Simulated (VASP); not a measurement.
# SrTiO3 (P4/mmm) in VASP: notebook

Aim: see how the results for SrTiO3 move with the level of theory and the settings. Levels: PBE, r2SCAN. Tasks: single point.

Everything below comes from runs of VASP 6.6.1. Logs are shortened: lines on timing, memory, paths and dates and some standing lists are left out, and cuts for length are marked.

**1. The cell of the first run**

The structure is tetragonal, space group P4/mmm (No. 123). Conventional cell: a = 4.102 Å, b = 4.102 Å, c = 3.805 Å, α = 90.00°, β = 90.00°, γ = 90.00°. Sr (site symmetry 4/mmm) has 12 O at 2.80 to 2.90 Å and 8 Ti at 3.47 Å and 2 Sr at 3.81 Å within 3.9 Å. Ti (site symmetry 4/mmm) has 6 O at 1.90 to 2.05 Å within 2.5 Å. Within 2.5 Å of O (site symmetry 4/mmm) lie 2 Ti at 1.90 Å. O (site symmetry mmm) has 2 Ti at 2.05 Å and 4 Sr at 2.80 Å and 8 O at 2.80 to 2.90 Å within 3.0 Å.

**2. Single point, PBE (epitaxial xy strain +5.0%)**

File INCAR:

```
ALGO = Normal ; EDIFF = 1E-6
ENCUT = 520 ; GGA = PE
ISIF = 2 ; ISMEAR = -1
LASPH = True ; LCHARG = False
LREAL = False ; LWAVE = False
NBANDS = 28 ; NELM = 100
PREC = Accurate ; SIGMA = 0.02
```

File KPOINTS:

```
k-points
0
Gamma
  6 6 6
```

File POSCAR:

```
SrTiO3
1.0
    4.1021940861      0.0000000000      0.0000000000
    0.0000000000      4.1021940861      0.0000000000
    0.0000000000      0.0000000000      3.8050353507
Sr Ti O
1 1 3
Direct
    0.0000000000      0.0000000000      0.0000000000
    0.5000000000      0.5000000000      0.5000000000
    0.5000000000      0.5000000000      0.0000000000
    0.5000000000      0.0000000000      0.5000000000
    0.0000000000      0.5000000000      0.5000000000
```

Potentials or basis: VASP PAW PBE potentials, release 64 (Sr_sv, Ti_sv, O).

The run is started by

```bash
cat potpaw_PBE.64/Sr_sv/POTCAR potpaw_PBE.64/Ti_sv/POTCAR potpaw_PBE.64/O/POTCAR > POTCAR
mpirun -np 1 vasp_std > vasp.out
```

OUTCAR:

```text
EDIFF = 1E-6
   ENCUT = 520
   GGA = PE
   ISIF = 2
   ISMEAR = -1
   LASPH = True
   LREAL = False
   NELM = 100
   PREC = Accurate

 ion  position               nearest neighbor table
   1  0.000  0.000  0.000-   4 2.80   5 2.80   4 2.80   5 2.80   5 2.80   5 2.80   4 2.80   4 2.80
                             3 2.90   3 2.90   3 2.90   3 2.90   2 3.47   2 3.47   2 3.47   2 3.47
   2  0.500  0.500  0.500-   3 1.90   3 1.90   5 2.05   4 2.05   4 2.05   5 2.05   1 3.47   1 3.47
                             1 3.47   1 3.47   1 3.47   1 3.47   1 3.47   1 3.47
   3  0.500  0.500  0.000-   2 1.90   2 1.90   1 2.90   1 2.90   1 2.90   1 2.90
   4  0.500  0.000  0.500-   2 2.05   2 2.05   1 2.80   1 2.80   1 2.80   1 2.80
   5  0.000  0.500  0.500-   2 2.05   2 2.05   1 2.80   1 2.80   1 2.80   1 2.80

  LATTYP: Found a simple tetragonal cell.
 ALAT       =     4.1021940861
 C/A-ratio  =     0.9275610249

  Lattice vectors:

 A1 = (   4.1021940861,   0.0000000000,   0.0000000000)
 A2 = (   0.0000000000,   4.1021940861,   0.0000000000)
 A3 = (   0.0000000000,   0.0000000000,   3.8050353507)

Analysis of symmetry for initial positions (statically):
=====================================================================
 Subroutine PRICEL returns:
 Original cell was already a primitive cell.

 Routine SETGRP: Setting up the symmetry group for a
 simple tetragonal supercell.

 Subroutine GETGRP returns: Found 16 space group operations
 (whereof 16 operations were pure point group operations)
 out of a pool of 16 trial point group operations.

The static configuration has the point symmetry D_4h.

Analysis of symmetry for dynamics (positions and initial velocities):
=====================================================================
 Subroutine PRICEL returns:
 Original cell was already a primitive cell.

 Routine SETGRP: Setting up the symmetry group for a
 simple tetragonal supercell.

 Subroutine GETGRP returns: Found 16 space group operations
 (whereof 16 operations were pure point group operations)
 out of a pool of 16 trial point group operations.

The dynamic configuration has the point symmetry D_4h.

 Subroutine INISYM returns: Found 16 space group operations
 (whereof 16 operations are pure point group operations),
 and found     1 'primitive' translations

----------------------------------------------------------------------------------------

                                     Primitive cell

  volume of cell :      64.0311

  direct lattice vectors                    reciprocal lattice vectors
     4.102194086  0.000000000  0.000000000     0.243771986  0.000000000  0.000000000
     0.000000000  4.102194086  0.000000000     0.000000000  0.243771986  0.000000000
     0.000000000  0.000000000  3.805035351     0.000000000  0.000000000  0.262809648

  length of vectors
     4.102194086  4.102194086  3.805035351     0.243771986  0.243771986  0.262809648

  position of ions in fractional coordinates (direct lattice)
     0.000000000  0.000000000  0.000000000
     0.500000000  0.500000000  0.500000000
     0.500000000  0.500000000  0.000000000
     0.500000000  0.000000000  0.500000000
     0.000000000  0.500000000  0.500000000

  ion indices of the primitive-cell ions
   primitive index   ion index
                 1           1
                 2           2
                 3           3
                 4           4
                 5           5

----------------------------------------------------------------------------------------

 KPOINTS: k-points

Automatic generation of k-mesh.
 Grid dimensions read from file:
 generate k-points for:    6    6    6

 Generating k-lattice:

  Cartesian coordinates                     Fractional coordinates (reciprocal lattice)
     0.040628664  0.000000000  0.000000000     0.166666667  0.000000000  0.000000000
     0.000000000  0.040628664  0.000000000     0.000000000  0.166666667  0.000000000
     0.000000000  0.000000000  0.043801608     0.000000000  0.000000000  0.166666667

  Length of vectors
     0.040628664  0.040628664  0.043801608

  Shift w.r.t. Gamma in fractional coordinates (k-lattice)
     0.000000000  0.000000000  0.000000000

 Subroutine IBZKPT returns following result:
 ===========================================

 Found     40 irreducible k-points:

 Following reciprocal coordinates:
            Coordinates               Weight
  0.000000  0.000000  0.000000      1.000000
  0.166667  0.000000  0.000000      4.000000
  0.333333  0.000000  0.000000      4.000000
  0.500000  0.000000  0.000000      2.000000
  0.166667  0.166667  0.000000      4.000000
  0.333333  0.166667  0.000000      8.000000
[... 16 lines left out ...]
  0.333333  0.000000  0.333333      8.000000
  0.500000  0.000000  0.333333      4.000000
 [... further k-points ...]
   k-points           NKPTS =     40   k-points in BZ     NKDIM =     40   number of bands    NBANDS=     28
   number of dos      NEDOS =    301   number of ions     NIONS =      5
   total plane-waves  NPLWV =  28672
   dimension x,y,z NGX =    32 NGY =   32 NGZ =   28
   dimension x,y,z NGXF=    64 NGYF=   64 NGZF=   56
   ions per type =               1   1   3
   NGX,Y,Z   is equivalent  to a cutoff of  12.97, 12.97, 12.23 a.u.
   NGXF,Y,Z  is equivalent  to a cutoff of  25.94, 25.94, 24.47 a.u.
 SYSTEM =  unknown system
   PREC   = accura    normal or accurate (medium, high low for compatibility)
   ISTART =      0    job   : 0-new  1-cont  2-samecut
   ICHARG =      2    charge: 1-file 2-atom 10-const
   ISPIN  =      1    spin polarized calculation?
   LNONCOLLINEAR =      F non collinear calculations
   LSORBIT =      F    spin-orbit coupling
   LASPH  =      T    aspherical Exc in radial PAW
   ENCUT  =  520.0 eV  38.22 Ry    6.18 a.u.   7.63  7.63  7.07*2*pi/ulx,y,z
   NELM   =    100;   NELMIN=  2; NELMDL= -5     # of ELM steps
   EDIFF  = 0.1E-05   stopping-criterion for ELM
   LREAL  =      F    real-space projection
   EDIFFG = 0.1E-04   stopping-criterion for IOM
   NSW    =      0    number of steps for IOM
   IBRION =     -1    ionic relax: 0-MD 1-quasi-New 2-CG
   NFREE  =      0    steps in history (QN), initial steepest desc. (CG)
   ISIF   =      2    stress and relaxation
   ISYM   =      2    0-nonsym 1-usesym 2-fastsym
   POTIM  = 0.5000    time-step for ionic-motion
   TEBEG  =    0.0;   TEEND  =   0.0 temperature during run
   PSTRESS=    0.0 pullay stress
   NELECT =      40.0000    total number of electrons
   NUPDOWN=      -1.0000    fix difference up-down
   EMIN   =  10.00;   EMAX   =-10.00  energy-range for DOS
   EFERMI =   0.00;   METHOD = LEGACY
   ISMEAR =    -1;   SIGMA  =   0.02  broadening in eV -4-tet -1-fermi 0-gaus
   EFERMI_NEDOS =   21; number of points for ismear=-14 and -15
   IALGO  =     38    algorithm
   IMIX   =      4    mixing-type and parameters
     AMIX     =   0.40;   BMIX     =  1.00
     AMIX_MAG =   1.60;   BMIX_MAG =  1.00
  volume/ion in A,a.u.               =      12.81        86.42
  Fermi-wavevector in a.u.,A,eV,Ry     =   1.399473  2.644620 26.647338  1.958524
  Thomas-Fermi vector in A             =   2.522529
   LORBIT       =      0    0 simple, 1 ext, 2 COOP (PROOUT), +10 PAW based schemes
   GGA     = PE    functional components
   LHFCALC =     F    Hartree Fock is set to
   AEXX    =    0.0000 exact exchange contribution
   IVDW    =     0    specifies the selected vdW correction
   LEPSILON=     F    determine dielectric tensor
   LRPA    =     F    only Hartree local field effects (RPA)
 non-spin polarized calculation
  energy-cutoff  :      520.00
  volume of cell :       64.03
 maximum number of plane-waves:      1752
 NGX is ok and might be reduce to    32
   NGX = 15   NGY = 15   NGZ = 15

 number of electron      40.0000021 magnetization

 Free energy of the ion-electron system (eV)
  ---------------------------------------------------
  ext. energy  EPLUGINS =         0.00000000
  ---------------------------------------------------
  free energy    TOTEN  =       -39.89852745 eV

  energy without entropy =      -39.89852745  energy(sigma->0) =      -39.89852745

 E-fermi :   4.1554     XC(G=0): -10.8896

 val. band max:        3.5982223113   @ k =   0.5000   0.5000   0.5000
 cond. band min:       5.2353814017   @ k =   0.0000   0.0000   0.0000
 fundamental gap:      1.6371590904
 Fermi energy:         4.1554271795

 k-point     1 :       0.0000    0.0000    0.0000
  band No.  band energies     occupation
      1     -53.1511      2.00000
      2     -29.4289      2.00000
      3     -29.3921      2.00000
      4     -29.3482      2.00000
      5     -29.3482      2.00000
      6     -13.7104      2.00000
[... 20 lines left out ...]
     27       9.2554      0.00000
     28       9.3151      0.00000

 k-point     2 :       0.1667    0.0000    0.0000
  band No.  band energies     occupation
      1     -53.1509      2.00000
      2     -29.4451      2.00000
      3     -29.3918      2.00000
      4     -29.3478      2.00000
      5     -29.3377      2.00000
      6     -13.7459      2.00000
[... 20 lines left out ...]
     27       9.5816      0.00000
     28       9.8771      0.00000

 k-point     3 :       0.3333    0.0000    0.0000
  band No.  band energies     occupation
      1     -53.1506      2.00000
      2     -29.4721      2.00000
      3     -29.3912      2.00000
      4     -29.3471      2.00000
      5     -29.3224      2.00000
      6     -13.8437      2.00000
[... 20 lines left out ...]
     27      10.2762      0.00000
     28      11.4425      0.00000

 k-point     4 :       0.5000    0.0000    0.0000
  band No.  band energies     occupation
      1     -53.1504      2.00000
      2     -29.4841      2.00000
      3     -29.3909      2.00000
      4     -29.3468      2.00000
      5     -29.3161      2.00000
      6     -13.9004      2.00000
[... 20 lines left out ...]
     27      10.6557      0.00000
     28      11.5050      0.00000

 k-point     5 :       0.1667    0.1667    0.0000
  band No.  band energies     occupation
      1     -53.1507      2.00000
      2     -29.4502      2.00000
      3     -29.3915      2.00000
      4     -29.3570      2.00000
      5     -29.3293      2.00000
      6     -13.7423      2.00000
[... 20 lines left out ...]
     27       9.9803      0.00000
     28      10.2184      0.00000

 k-point     6 :       0.3333    0.1667    0.0000
  band No.  band energies     occupation
      1     -53.1504      2.00000
      2     -29.4638      2.00000
      3     -29.3908      2.00000
      4     -29.3587      2.00000
      5     -29.3253      2.00000
      6     -13.7723      2.00000
[... 463 lines left out ...]
      5     -29.3453      2.00000
      6     -13.5602      2.00000
[... 20 lines left out ...]
     27      10.7343      0.00000
     28      11.2808      0.00000

 k-point    22 :       0.1667    0.0000    0.3333
  band No.  band energies     occupation
      1     -53.1492      2.00000
      2     -29.5009      2.00000
      3     -29.3800      2.00000
      4     -29.3449      2.00000
      5     -29.3420      2.00000
      6     -13.4745      2.00000
[... 20 lines left out ...]
     27      10.9020      0.00000
     28      11.5121      0.00000

 k-point    23 :       0.3333    0.0000    0.3333
  band No.  band energies     occupation
      1     -53.1489      2.00000
      2     -29.4796      2.00000
      3     -29.4110      2.00000
      4     -29.3446      2.00000
      5     -29.3443      2.00000
      6     -13.3187      2.00000
[... 20 lines left out ...]
     27      11.5589      0.00000
     28      11.6927      0.00000

 k-point    24 :       0.5000    0.0000    0.3333
  band No.  band energies     occupation
      1     -53.1487      2.00000
      2     -29.4617      2.00000
      3     -29.4321      2.00000
      4     -29.3477      2.00000
      5     -29.3439      2.00000
      6     -13.2754      2.00000
[... 20 lines left out ...]
     27      11.4555      0.00000
     28      12.1857      0.00000

 [... further k-points ...]

------------------------ aborting loop because EDIFF is reached ----------------------------------------

  FORCE on cell =-STRESS in cart. coord.  units (eV):
  Direction    XX          YY          ZZ          XY          YZ          ZX
  --------------------------------------------------------------------------------------
  -------------------------------------------------------------------------------------
  Total       -4.2340373     -4.2340373      1.8851735      0.0000000     -0.0000000      0.0000000
  in kB     -105.9434614   -105.9434614     47.1705358      0.0000000     -0.0000000      0.0000000
  external PRESSURE =     -54.9054623 kB  Pullay stress =       0.0000000 kB

 VOLUME and BASIS-vectors are now :
 -----------------------------------------------------------------------------
  energy-cutoff  :      520.00
  volume of cell :       64.03
      direct lattice vectors                 reciprocal lattice vectors
     4.102194086  0.000000000  0.000000000     0.243771986  0.000000000  0.000000000
     0.000000000  4.102194086  0.000000000     0.000000000  0.243771986  0.000000000
     0.000000000  0.000000000  3.805035351     0.000000000  0.000000000  0.262809648

 POSITION                                       TOTAL-FORCE (eV/Angst)
 -----------------------------------------------------------------------------------
      0.00000      0.00000      0.00000         0.000000      0.000000      0.000000
      2.05110      2.05110      1.90252         0.000000      0.000000      0.000000
      2.05110      2.05110      0.00000         0.000000      0.000000      0.000000
      2.05110      0.00000      1.90252         0.000000      0.000000      0.000000
      0.00000      2.05110      1.90252         0.000000      0.000000      0.000000
 -----------------------------------------------------------------------------------
    total drift:                                0.000000     -0.000000     -0.000000

  FREE ENERGIE OF THE ION-ELECTRON SYSTEM (eV)
  ---------------------------------------------------
  free  energy   TOTEN  =       -39.8985274488 eV

  energy  without entropy=      -39.8985274488  energy(sigma->0) =      -39.89852745
```

It took 96 s on 1 thread of Intel Xeon 8259CL, shared host; peak memory 0.22 GiB.

What came out:

```yaml
Free_energy: -39.8985 eV
Pressure: -5.5 GPa
Band_gap_on_the_k_mesh: 1.64 eV (least direct gap 2.00 eV)
```

Caveat: the cell differs from its parent crystal (epitaxial xy strain +5.0%); the cell stands under tension.

(Part 1 of 2 ends here.)
